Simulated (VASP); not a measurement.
Wanted: the native input for a VASP 6.6.1 run.

| Item | Value |
| --- | --- |
| Task | relaxation of shape and atoms at fixed volume |
| Functional | PBE |
| Dispersion | D3(BJ) |
| Potentials or basis | VASP PAW PBE potentials, release 64 (Mn_pv, O) |
| Cutoff | 600 eV |
| k mesh | 8 × 8 × 4 |
| Occupations | gaussian, width 0.05 eV |
| Spin | collinear spin, ferromagnetic start |
| Starting moments | [4.52, 4.52, 0.13, 0.13] μB |
| Hubbard terms | Mn d U = 3.9 eV |
| Dipole correction | no |
| Further INCAR settings | ALGO = Normal; EDIFF = 1e-07; IBRION = 2; EDIFFG = -0.01; NSW = 60; ISIF = 4 |

The structure of MnO lies in POSCAR:

```
MnO
1.0
    3.4784547931      0.0000000000      0.0000000000
   -1.7392273966      3.0124302167      0.0000000000
    0.0000000000      0.0000000000      5.3448411353
Mn O
2 2
Direct
    0.3333333333      0.6666666667     -0.0038372866
    0.6666666667      0.3333333333      0.4961627134
    0.3333333333      0.6666666667      0.3902672866
    0.6666666667      0.3333333333      0.8902672866
```

One way to write it, as run:

INCAR

```
PREC = Accurate
ENCUT = 600
EDIFF = 1E-7
ISMEAR = 0
SIGMA = 0.05
LREAL = False
LASPH = True
NELM = 150
ALGO = Normal
ISIF = 4
LWAVE = False
LCHARG = False
ISPIN = 2
MAGMOM = 4.52 4.52 0.13 0.13
LORBIT = 11
LMAXMIX = 4
LDAU = True
LDAUTYPE = 2
LDAUL = 2 -1
LDAUU = 3.9 0
LDAUJ = 0 0
LDAUPRINT = 1
GGA = PE
IVDW = 12
IBRION = 2
NSW = 60
EDIFFG = -0.01
```

KPOINTS

```
Automatic mesh
0
Gamma
  8 8 4
```

Potentials or basis: VASP PAW PBE potentials, release 64 (Mn_pv, O).

Command:

```console
$ cat potpaw_PBE.64/Mn_pv/POTCAR potpaw_PBE.64/O/POTCAR > POTCAR
$ mpirun -np 1 vasp_std > vasp.out
```

Results of the run:

```yaml
Energy_gained_by_relaxing: 0.0 meV/atom
Ionic_steps: 2
Pressure_after_relaxing: -0.7 GPa
Largest_force_after_relaxing: 0.006 eV/Å
Band_gap_on_the_k_mesh: zero (filled and empty bands touch)
Net_moment: 10.00 μB per cell
Site_moments: Mn +4.60; O +0.10 μB
Valence_electrons_inside_the_program's_atomic_spheres: Mn 11.37; O 5.01
Dispersion_energy_per_atom: -0.241 eV
```

Caveat: the run started ferromagnetic, and an antiferromagnetic order may lie lower in energy.

Run time: 3.6 min on 1 thread of AMD EPYC 7R13 Processor (Zen 3), on a shared host, peak memory 0.24 GiB.
